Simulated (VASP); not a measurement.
# Bi3S (P4/mmm) in VASP: notebook

The runs below take Bi3S through single point, with PBE.

Program: VASP 6.6.1. These are calculated values, not measurements. Logs are shortened: lines on timing, memory, paths and dates and some standing lists are left out, and cuts for length are marked.

## Step 1: The cell of the first run

The structure is tetragonal, space group P4/mmm (No. 123). Conventional cell: a = 3.652 Å, b = 3.652 Å, c = 8.196 Å, α = 90.00°, β = 90.00°, γ = 90.00°. Bi (site symmetry 4mm) has 4 S at 3.09 Å and 9 Bi at 3.41 to 3.65 Å within 4.1 Å. Within 4.6 Å of Bi (site symmetry 4/mmm) lie 12 Bi at 3.52 to 3.65 Å and 2 S at 4.10 Å. S (site symmetry 4/mmm) has 10 Bi at 3.09 to 4.10 Å and 4 S at 3.65 Å within 4.1 Å.

The cell was built from a structure type or drawn by symmetry, and may not be a known phase.

## Step 2: Single point, PBE

Input file INCAR:

```
SYSTEM = Bi3S
ALGO = Normal ; EDIFF = 1E-6
ENCUT = 520 ; GGA = PE
ISIF = 2 ; ISMEAR = 0
LASPH = .TRUE. ; LCHARG = .FALSE.
LREAL = .FALSE. ; LWAVE = .FALSE.
NBANDS = 34 ; NELM = 60
PREC = Accurate ; SIGMA = 0.1
```

Input file KPOINTS:

```
k-points
0
G
  4 4 2
  0 0 0
```

Input file POSCAR:

```
Bi3S
1.0
    3.6518932238      0.0000000000      0.0000000000
    0.0000000000      3.6518932238      0.0000000000
    0.0000000000      0.0000000000      8.1964956326
Bi S
3 1
Direct
    0.0000000000      0.0000000000      0.7077766796
    0.0000000000      0.0000000000      0.2922233204
    0.5000000000      0.5000000000      0.0000000000
    0.5000000000      0.5000000000      0.5000000000
```

Potentials or basis: VASP PAW PBE potentials, release 64 (Bi_d, S).

Command:

```sh
$ cat potpaw_PBE.64/Bi_d/POTCAR potpaw_PBE.64/S/POTCAR > POTCAR
$ mpirun -np 1 vasp_std > vasp.out
```

OUTCAR:

```text
SYSTEM = Bi3S
   EDIFF = 1E-6
   ENCUT = 520
   GGA = PE
   ISIF = 2
   ISMEAR = 0
   LASPH = .TRUE.
   LREAL = .FALSE.
   NELM = 60
   PREC = Accurate

 ion  position               nearest neighbor table
   1  0.000  0.000  0.708-   4 3.09   4 3.09   4 3.09   4 3.09   2 3.41   3 3.52   3 3.52   3 3.52
                             3 3.52
   2  0.000  0.000  0.292-   4 3.09   4 3.09   4 3.09   4 3.09   1 3.41   3 3.52   3 3.52   3 3.52
                             3 3.52
   3  0.500  0.500  0.000-   1 3.52   2 3.52   1 3.52   2 3.52   1 3.52   2 3.52   1 3.52   2 3.52

   4  0.500  0.500  0.500-   1 3.09   2 3.09   1 3.09   2 3.09   1 3.09   2 3.09   1 3.09   2 3.09

  LATTYP: Found a simple tetragonal cell.
 ALAT       =     3.6518932238
 C/A-ratio  =     2.2444510642

  Lattice vectors:

 A1 = (   3.6518932238,   0.0000000000,   0.0000000000)
 A2 = (   0.0000000000,   3.6518932238,   0.0000000000)
 A3 = (   0.0000000000,   0.0000000000,   8.1964956326)

Analysis of symmetry for initial positions (statically):
=====================================================================
 Subroutine PRICEL returns:
 Original cell was already a primitive cell.

 Routine SETGRP: Setting up the symmetry group for a
 simple tetragonal supercell.

 Subroutine GETGRP returns: Found 16 space group operations
 (whereof 16 operations were pure point group operations)
 out of a pool of 16 trial point group operations.

The static configuration has the point symmetry D_4h.

Analysis of symmetry for dynamics (positions and initial velocities):
=====================================================================
 Subroutine PRICEL returns:
 Original cell was already a primitive cell.

 Routine SETGRP: Setting up the symmetry group for a
 simple tetragonal supercell.

 Subroutine GETGRP returns: Found 16 space group operations
 (whereof 16 operations were pure point group operations)
 out of a pool of 16 trial point group operations.

The dynamic configuration has the point symmetry D_4h.

 Subroutine INISYM returns: Found 16 space group operations
 (whereof 16 operations are pure point group operations),
 and found     1 'primitive' translations

----------------------------------------------------------------------------------------

                                     Primitive cell

  volume of cell :     109.3111

  direct lattice vectors                    reciprocal lattice vectors
     3.651893224  0.000000000  0.000000000     0.273830569  0.000000000  0.000000000
     0.000000000  3.651893224  0.000000000     0.000000000  0.273830569  0.000000000
     0.000000000  0.000000000  8.196495633     0.000000000  0.000000000  0.122003359

  length of vectors
     3.651893224  3.651893224  8.196495633     0.273830569  0.273830569  0.122003359

  position of ions in fractional coordinates (direct lattice)
     0.000000000  0.000000000  0.707776680
     0.000000000  0.000000000  0.292223320
     0.500000000  0.500000000  0.000000000
     0.500000000  0.500000000  0.500000000

  ion indices of the primitive-cell ions
   primitive index   ion index
                 1           1
                 2           2
                 3           3
                 4           4

----------------------------------------------------------------------------------------

 KPOINTS: k-points

Automatic generation of k-mesh.
 Grid dimensions read from file:
 generate k-points for:    4    4    2

 Generating k-lattice:

  Cartesian coordinates                     Fractional coordinates (reciprocal lattice)
     0.068457642  0.000000000  0.000000000     0.250000000  0.000000000  0.000000000
     0.000000000  0.068457642  0.000000000     0.000000000  0.250000000  0.000000000
     0.000000000  0.000000000  0.061001680     0.000000000  0.000000000  0.500000000

  Length of vectors
     0.068457642  0.068457642  0.061001680

  Shift w.r.t. Gamma in fractional coordinates (k-lattice)
     0.000000000  0.000000000  0.000000000

 Subroutine IBZKPT returns following result:
 ===========================================

 Found     12 irreducible k-points:

 Following reciprocal coordinates:
            Coordinates               Weight
  0.000000  0.000000  0.000000      1.000000
  0.250000  0.000000  0.000000      4.000000
  0.500000  0.000000  0.000000      2.000000
  0.250000  0.250000  0.000000      4.000000
  0.500000  0.250000  0.000000      4.000000
  0.500000  0.500000  0.000000      1.000000
  0.000000  0.000000  0.500000      1.000000
  0.250000  0.000000  0.500000      4.000000
  0.500000  0.000000  0.500000      2.000000
  0.250000  0.250000  0.500000      4.000000
  0.500000  0.250000  0.500000      4.000000
  0.500000  0.500000  0.500000      1.000000
   k-points           NKPTS =     12   k-points in BZ     NKDIM =     12   number of bands    NBANDS=     34
   number of dos      NEDOS =    301   number of ions     NIONS =      4
   total plane-waves  NPLWV =  50176
   dimension x,y,z NGX =    28 NGY =   28 NGZ =   64
   dimension x,y,z NGXF=    56 NGYF=   56 NGZF=  128
   ions per type =               3   1
   NGX,Y,Z   is equivalent  to a cutoff of  12.75, 12.75, 12.98 a.u.
   NGXF,Y,Z  is equivalent  to a cutoff of  25.49, 25.49, 25.96 a.u.
 SYSTEM =  Bi3S
   PREC   = accura    normal or accurate (medium, high low for compatibility)
   ISTART =      0    job   : 0-new  1-cont  2-samecut
   ICHARG =      2    charge: 1-file 2-atom 10-const
   ISPIN  =      1    spin polarized calculation?
   LNONCOLLINEAR =      F non collinear calculations
   LSORBIT =      F    spin-orbit coupling
   LASPH  =      T    aspherical Exc in radial PAW
   ENCUT  =  520.0 eV  38.22 Ry    6.18 a.u.   6.79  6.79 15.24*2*pi/ulx,y,z
   NELM   =     60;   NELMIN=  2; NELMDL= -5     # of ELM steps
   EDIFF  = 0.1E-05   stopping-criterion for ELM
   LREAL  =      F    real-space projection
   EDIFFG = 0.1E-04   stopping-criterion for IOM
   NSW    =      0    number of steps for IOM
   IBRION =     -1    ionic relax: 0-MD 1-quasi-New 2-CG
   NFREE  =      0    steps in history (QN), initial steepest desc. (CG)
   ISIF   =      2    stress and relaxation
   ISYM   =      2    0-nonsym 1-usesym 2-fastsym
   POTIM  = 0.5000    time-step for ionic-motion
   TEBEG  =    0.0;   TEEND  =   0.0 temperature during run
   PSTRESS=    0.0 pullay stress
   NELECT =      51.0000    total number of electrons
   NUPDOWN=      -1.0000    fix difference up-down
   EMIN   =  10.00;   EMAX   =-10.00  energy-range for DOS
   EFERMI =   0.00;   METHOD = LEGACY
   ISMEAR =     0;   SIGMA  =   0.10  broadening in eV -4-tet -1-fermi 0-gaus
   EFERMI_NEDOS =   21; number of points for ismear=-14 and -15
   IALGO  =     38    algorithm
   IMIX   =      4    mixing-type and parameters
     AMIX     =   0.40;   BMIX     =  1.00
     AMIX_MAG =   1.60;   BMIX_MAG =  1.00
  volume/ion in A,a.u.               =      27.33       184.42
  Fermi-wavevector in a.u.,A,eV,Ry     =   1.269726  2.399435 21.935378  1.612205
  Thomas-Fermi vector in A             =   2.402752
   LORBIT       =      0    0 simple, 1 ext, 2 COOP (PROOUT), +10 PAW based schemes
   GGA     = PE    functional components
   LHFCALC =     F    Hartree Fock is set to
   AEXX    =    0.0000 exact exchange contribution
   IVDW    =     0    specifies the selected vdW correction
   LEPSILON=     F    determine dielectric tensor
   LRPA    =     F    only Hartree local field effects (RPA)
 non-spin polarized calculation
 Gauss-broadening in eV      SIGMA  =   0.10
  energy-cutoff  :      520.00
  volume of cell :      109.31
 maximum number of plane-waves:      2967
 NGX is ok and might be reduce to    28
   NGX = 13   NGY = 13   NGZ = 31

 number of electron      50.9999986 magnetization

 Free energy of the ion-electron system (eV)
  ---------------------------------------------------
  ext. energy  EPLUGINS =         0.00000000
  ---------------------------------------------------
  free energy    TOTEN  =       -15.72910939 eV

  energy without entropy =      -15.72907049  energy(sigma->0) =      -15.72908994

 E-fermi :   7.8127     XC(G=0): -10.4019

 val. band max:        7.5647191096   @ k =   0.2500   0.2500   0.0000
 cond. band min:       8.0322161344   @ k =   0.5000   0.5000   0.0000
 fundamental gap:      0.4674970248
 Fermi energy:         7.8127228370

 k-point     1 :       0.0000    0.0000    0.0000
  band No.  band energies     occupation
      1     -15.4037      2.00000
      2     -15.3612      2.00000
      3     -15.3531      2.00000
      4     -15.3125      2.00000
      5     -15.3125      2.00000
      6     -15.3065      2.00000
[... 26 lines left out ...]
     33      12.7299      0.00000
     34      13.7614      0.00000

 k-point     2 :       0.2500    0.0000    0.0000
  band No.  band energies     occupation
      1     -15.3942      2.00000
      2     -15.3340      2.00000
      3     -15.3303      2.00000
      4     -15.3200      2.00000
      5     -15.3163      2.00000
      6     -15.3038      2.00000
[... 26 lines left out ...]
     33      14.6156      0.00000
     34      16.0989      0.00000

 k-point     3 :       0.5000    0.0000    0.0000
  band No.  band energies     occupation
      1     -15.3886      2.00000
      2     -15.3548      2.00000
      3     -15.3221      2.00000
      4     -15.3201      2.00000
      5     -15.3111      2.00000
      6     -15.2878      2.00000
[... 26 lines left out ...]
     33      14.6585      0.00000
     34      14.9818      0.00000
[... 260 lines left out ...]
 k-point    11 :       0.5000    0.2500    0.5000
  band No.  band energies     occupation
      1     -15.3648      2.00000
      2     -15.3586      2.00000
      3     -15.3375      2.00000
      4     -15.3124      2.00000
      5     -15.3035      2.00000
      6     -15.3022      2.00000
[... 26 lines left out ...]
     33      15.0087      0.00000
     34      15.2710      0.00000

 k-point    12 :       0.5000    0.5000    0.5000
  band No.  band energies     occupation
      1     -15.3642      2.00000
      2     -15.3642      2.00000
      3     -15.3500      2.00000
      4     -15.3198      2.00000
      5     -15.3176      2.00000
      6     -15.3082      2.00000
[... 26 lines left out ...]
     33      16.0536      0.00000
     34      16.1865      0.00000

------------------------ aborting loop because EDIFF is reached ----------------------------------------

  FORCE on cell =-STRESS in cart. coord.  units (eV):
  Direction    XX          YY          ZZ          XY          YZ          ZX
  --------------------------------------------------------------------------------------
  -------------------------------------------------------------------------------------
  Total       -0.0448033     -0.0448033     -0.0631599      0.0000000      0.0000000      0.0000000
  in kB       -0.6566840     -0.6566840     -0.9257374      0.0000000      0.0000000      0.0000000
  external PRESSURE =      -0.7463685 kB  Pullay stress =       0.0000000 kB

 VOLUME and BASIS-vectors are now :
 -----------------------------------------------------------------------------
  energy-cutoff  :      520.00
  volume of cell :      109.31
      direct lattice vectors                 reciprocal lattice vectors
     3.651893224  0.000000000  0.000000000     0.273830569  0.000000000  0.000000000
     0.000000000  3.651893224  0.000000000     0.000000000  0.273830569  0.000000000
     0.000000000  0.000000000  8.196495633     0.000000000  0.000000000  0.122003359

 POSITION                                       TOTAL-FORCE (eV/Angst)
 -----------------------------------------------------------------------------------
      0.00000      0.00000      5.80129         0.000000      0.000000      0.004019
      0.00000      0.00000      2.39521        -0.000000      0.000000     -0.004019
      1.82595      1.82595      0.00000        -0.000000      0.000000      0.000000
      1.82595      1.82595      4.09825        -0.000000      0.000000      0.000000
 -----------------------------------------------------------------------------------
    total drift:                               -0.000000      0.000000      0.000000

  FREE ENERGIE OF THE ION-ELECTRON SYSTEM (eV)
  ---------------------------------------------------
  free  energy   TOTEN  =       -15.7291093893 eV

  energy  without entropy=      -15.7290704939  energy(sigma->0) =      -15.72908994
```

It took 27 s on 1 thread of Intel Xeon Platinum 8488C (Sapphire Rapids), shared host; peak memory 0.22 GiB.

Results:

```
Free energy            : -15.7291 eV
Pressure               : -0.1 GPa
Largest force          : 0.004 eV/Å
Band gap on the k mesh : zero (an odd number of electrons rules out a gap without spin polarisation)
```

Forces on the atoms (eV/Å):
```
Bi   0.000  0.000  0.004
Bi   0.000  0.000 -0.004
Bi   0.000  0.000  0.000
S    0.000  0.000  0.000
```

Caveat: the k points lie up to 0.43 Å⁻¹ apart, too coarse for converged energies and pressures of a metal; spin-orbit coupling is left out, which moves the levels of the heavy elements.

## Step 3: Single point, PBE

This run uses another cell than the first one, of 28.64 Å³/atom.

Input file INCAR:

```
PREC = Accurate ; ENCUT = 520
EDIFF = 1E-7 ; ISMEAR = 0
SIGMA = 0.1 ; LREAL = F
LASPH = T ; NELM = 100
ALGO = Normal ; ISIF = 2
LWAVE = F ; LCHARG = F
GGA = PE ; NBANDS = 34
```

Input file KPOINTS:

```
regular mesh
0
Gamma
  4 4 2
```

Input file POSCAR:

```
Bi3S
1.0
    3.8376758900      0.0000000000      0.0000000000
    0.0000000000      3.8376758900      0.0000000000
    0.0000000000      0.0000000000      7.7774625000
Bi S
3 1
Direct
    0.0000000000      0.0000000000      0.7474227500
    0.0000000000      0.0000000000      0.2525772500
    0.5000000000      0.5000000000      0.0000000000
    0.5000000000      0.5000000000      0.5000000000
```

Potentials or basis: VASP PAW PBE potentials, release 64 (Bi_d, S).

Command:

```sh
$ cat potpaw_PBE.64/Bi_d/POTCAR potpaw_PBE.64/S/POTCAR > POTCAR
$ mpirun -np 1 vasp_std > vasp.out
```

It took 36 s on 1 thread of Intel Xeon Platinum 8488C (Sapphire Rapids), shared host; peak memory 0.23 GiB.

It converged, with:

- Free energy: -15.2516 eV
- Pressure: -1.9 GPa
- Largest force: 0.854 eV/Å
- Band gap on the k mesh: zero (an odd number of electrons rules out a gap without spin polarisation)

Forces in eV/Å, atoms in the order of the input:
```
Bi   0.000  0.000 -0.854
Bi   0.000  0.000  0.854
Bi   0.000  0.000  0.000
S    0.000  0.000  0.000
```

Stress tensor (GPa, compression positive):
```
-1.75  0.00  0.00
 0.00 -1.75  0.00
 0.00  0.00 -2.19
```

Levels at points of the mesh, in eV from the Fermi level:
```
           k point  band 23  band 24  band 25  band 26  band 27  band 28
(0.00, 0.00, 0.00)    -0.92    -0.83    -0.10    -0.10     1.39     1.39
(0.50, 0.00, 0.00)    -1.02    -0.93    -0.50     1.24     1.44     1.59
(0.50, 0.50, 0.00)    -2.56    -2.51    -2.09    -2.09    -2.02     0.46
(0.00, 0.00, 0.50)    -1.69    -0.87    -0.87     1.37     2.33     2.42
(0.50, 0.00, 0.50)    -3.31    -0.92     1.15     1.55     1.69     1.83
(0.50, 0.50, 0.50)    -4.05    -1.86    -0.68    -0.50    -0.33     0.04
```

Caveat: the k points lie up to 0.41 Å⁻¹ apart, too coarse for converged energies and pressures of a metal; spin-orbit coupling is left out, which moves the levels of the heavy elements.

## Step 4: Single point, PBE

This run uses another cell than the first one, of 27.49 Å³/atom.

Input file INCAR:

```
PREC     = Accurate       # precision mode
ENCUT    = 520            # plane-wave cutoff, eV
EDIFF    = 1E-6           # SCF threshold, eV
ISMEAR   = 0              # smearing method
SIGMA    = 0.1            # smearing width, eV
LREAL    = F              # projectors in reciprocal space
LASPH    = T              # aspherical terms in the spheres
NELM     = 100            # most SCF steps
ALGO     = Normal         # electronic algorithm
ISIF     = 2              # what is computed and relaxed
LWAVE    = F              # write WAVECAR
LCHARG   = F              # write CHGCAR
GGA      = PE             # functional
NBANDS   = 34             # bands
```

Input file KPOINTS:

```
regular mesh
0
Gamma
  6 6 2
```

Input file POSCAR:

```
Bi3S
1.0
    3.7314040134      0.0000000000      0.0000000000
    0.0000000000      3.7314040134      0.0000000000
    0.0000000000      0.0000000000      7.8976510379
Bi S
3 1
Direct
    0.0000000000      0.0000000000      0.7099209997
    0.0000000000      0.0000000000      0.2900790003
    0.5000000000      0.5000000000      0.0000000000
    0.5000000000      0.5000000000      0.5000000000
```

Command:

```sh
$ cat potpaw_PBE.64/Bi_d/POTCAR potpaw_PBE.64/S/POTCAR > POTCAR
$ mpirun -np 1 vasp_std > vasp.out
```

Run time: 51 s. Hardware: 1 thread of Intel Xeon Platinum 8488C (Sapphire Rapids), shared host; peak memory 0.22 GiB.

The run converged. Its results:

```yaml
Free_energy: -15.3198 eV
Pressure: 0.0 GPa
Largest_force: 0.023 eV/Å
Band_gap_on_the_k_mesh: zero (an odd number of electrons rules out a gap without spin polarisation)
```

Forces on the atoms (eV/Å):
```
Bi   0.000  0.000 -0.023
Bi   0.000  0.000  0.023
Bi   0.000  0.000  0.000
S    0.000  0.000  0.000
```

Levels at points of the mesh, in eV from the Fermi level:
```
           k point  band 22  band 23  band 24  band 25  band 26  band 27  band 28  band 29
(0.00, 0.00, 0.00)    -2.81    -1.40    -1.17     0.55     0.55     1.41     1.41     3.80
(0.50, 0.00, 0.00)    -1.76    -1.74    -1.60    -0.85     1.02     1.33     2.22     2.41
(0.50, 0.50, 0.00)    -3.09    -2.89    -2.89    -2.47    -2.47    -2.37     0.24     2.26
(0.00, 0.00, 0.50)    -2.77    -2.40    -0.14    -0.14     2.04     2.21     2.86     2.86
(0.50, 0.00, 0.50)    -3.77    -3.61    -1.76     0.83     1.29     1.43     1.74     2.19
(0.50, 0.50, 0.50)    -4.13    -4.13    -2.67    -1.52    -0.65    -0.03    -0.03     0.28
```

Caveat: the k points lie up to 0.40 Å⁻¹ apart, too coarse for converged energies and pressures of a metal; spin-orbit coupling is left out, which moves the levels of the heavy elements.

## Step 5: The runs side by side

| cell | k mesh | gap on the mesh (eV) | pressure (GPa) | largest force (eV/Å) |
| --- | --- | --- | --- | --- |
| a = 3.652, b = 3.652, c = 8.196 Å, 4 atoms, atomic positions A | 4 × 4 × 2 | none | -0.1 | - |
| a = 3.838, b = 3.838, c = 7.777 Å, 4 atoms, atomic positions B | 4 × 4 × 2 | none | -1.9 | 0.85 |
| a = 3.731, b = 3.731, c = 7.898 Å, 4 atoms, atomic positions C | 6 × 6 × 2 | none | 0.0 | 0.02 |

Alike in all rows: task single point; level PBE; potentials or basis VASP PAW PBE potentials, release 64 (Bi_d, S); no spin polarisation; cutoff (eV) 520; smearing gaussian 0.1 eV.

Caveats: all runs use coarse meshes; spin-orbit coupling is left out, which moves the levels of the heavy elements.

Absolute energies hang on the potentials; compare differences alone.
